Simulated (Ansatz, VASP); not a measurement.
# Two plane-wave programs on Sb

INCAR

```
SYSTEM = Sb
PREC     = Accurate       ! precision mode
ENCUT    = 500            ! plane-wave cutoff, eV
EDIFF    = 1E-7           ! SCF threshold, eV
ISMEAR   = 0              ! smearing method
SIGMA    = 0.1            ! smearing width, eV
LREAL    = .False.        ! projectors in reciprocal space
LASPH    = .True.         ! aspherical terms in the spheres
NELM     = 120            ! most SCF steps
ALGO     = Normal         ! electronic algorithm
ISIF     = 3              ! what is computed and relaxed
LWAVE    = .False.        ! write WAVECAR
LCHARG   = .False.        ! write CHGCAR
GGA      = PE             ! functional
IBRION   = 2              ! ionic algorithm
NSW      = 90             ! ionic steps
EDIFFG   = -0.04          ! ionic threshold
GGA_COMPAT= .False.      
NELMIN   = 4
```

File KPOINTS:

```
Automatic mesh
0
Gamma
  8 8 8
  0 0 0
```

POSCAR

```
Sb
1.0
   -1.7227677635      1.7227677635      2.6209398324
    1.7227677635     -1.7227677635      2.6209398324
    1.7227677635      1.7227677635     -2.6209398324
Sb
1
Direct
    0.0000000000      0.0000000000      0.0000000000
```

Input for Ansatz:

```yaml
crystal:
  lattice:
    - [-1.7227677635, 1.7227677635, 2.6209398324]
    - [1.7227677635, -1.7227677635, 2.6209398324]
    - [1.7227677635, 1.7227677635, -2.6209398324]
  atoms:
    - { symbol: Sb, position: [0.0, 0.0, 0.0] }
basis:
  ecutwfc: 420
kpoints:
  mp_grid: { grid: [8, 8, 8] }
hamiltonian:
  xc: pbe
scf:
  occupations: { method: gaussian, width: 0.1 }
  lower_state_search: "off"
output:
  forces: true
  stress: true
  eigenvalues: true
relax:
  adjacent_minimum: "off"
  f_tol: 0.04
  max_steps: 70
  cell: { stress_tol: 0.4 }
```

Alike in both runs: task relaxation of cell and atoms; functional PBE; k mesh 8 × 8 × 8; occupations gaussian, width 0.1 eV; no spin polarisation.

|  | VASP | Ansatz |
| --- | --- | --- |
| version | VASP 6.6.1 | Ansatz 0.2.0 |
| potentials or method | VASP PAW PBE potentials, release 64 (Sb_d_GW), cutoff 500 eV | scalar-relativistic, plane waves, PAW |
| valence electrons in the cell | 15 | 15 |

```csv
,VASP,Ansatz,Ansatz less VASP
"gap on the k mesh at the Fermi level, each at its own relaxed structure (eV)",none,none,-
relaxed volume (Å³/atom),28.20,27.66,-0.541
relaxed length of the cell vector where the two differ most in proportion (Å),3.649,3.450,-0.1988
```

A gap of «none» marks a metal or a gap that the smearing closes. One of these differences is far larger than is usual between the two programs; its cause wasn't traced.

Neither program's run includes spin-orbit coupling.
